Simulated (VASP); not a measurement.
**Ga: single point with PBE**

The system is Ga.

```
Ga
1.0
    -1.38583    1.40813    2.22900
     1.40813   -1.38583    2.22900
     1.39987    1.39987   -2.21496
Ga
1
Direct
  0.00000 0.00000 0.00000
```

This cell differs from its parent crystal: equal xy, yz and zx shear strains of +1 %.

```
Program             : VASP 6.6.1
Task                : single point
Functional          : PBE
Potentials or basis : VASP PAW PBE potentials, release 64 (Ga_d)
Cutoff              : 520 eV
k mesh              : 14 × 14 × 16
Occupations         : fermi-dirac, width 0.05 eV
Spin                : no spin polarisation
```

```
Pressure               : 4.3 GPa
Band gap on the k mesh : zero (an odd number of electrons rules out a gap without spin polarisation)
```

Stress tensor (GPa, compression positive):
```
 4.54 -0.07  0.11
-0.07  4.54  0.11
 0.11  0.11  3.93
```

Levels at points of the mesh, in eV from the Fermi level:
```
           k point  band 4  band 5  band 6  band 7  band 8  band 9
(0.00, 0.00, 0.00)  -14.92  -14.78  -11.62   12.86   12.98   13.25
(0.50, 0.00, 0.00)  -14.75  -14.71   -5.06   -4.34    8.92   12.00
(0.50, 0.50, 0.00)  -14.74  -14.63   -2.20   -1.23    4.01    5.00
(0.00, 0.00, 0.50)  -14.74  -14.63   -2.35   -1.44    4.22    5.16
(0.50, 0.00, 0.50)  -14.74  -14.70   -4.89   -4.27    8.59   11.83
(0.50, 0.50, 0.50)  -14.71  -14.71   -3.84   -3.69    6.53    6.59
```

It took 42 s on 1 thread of Intel(R) Xeon(R) 6975P-C (Granite Rapids), on a shared host, peak memory 0.28 GiB.

Caveat: the cell differs from its parent crystal (equal xy, yz and zx shear strains of +1 %); the cell stands under pressure.
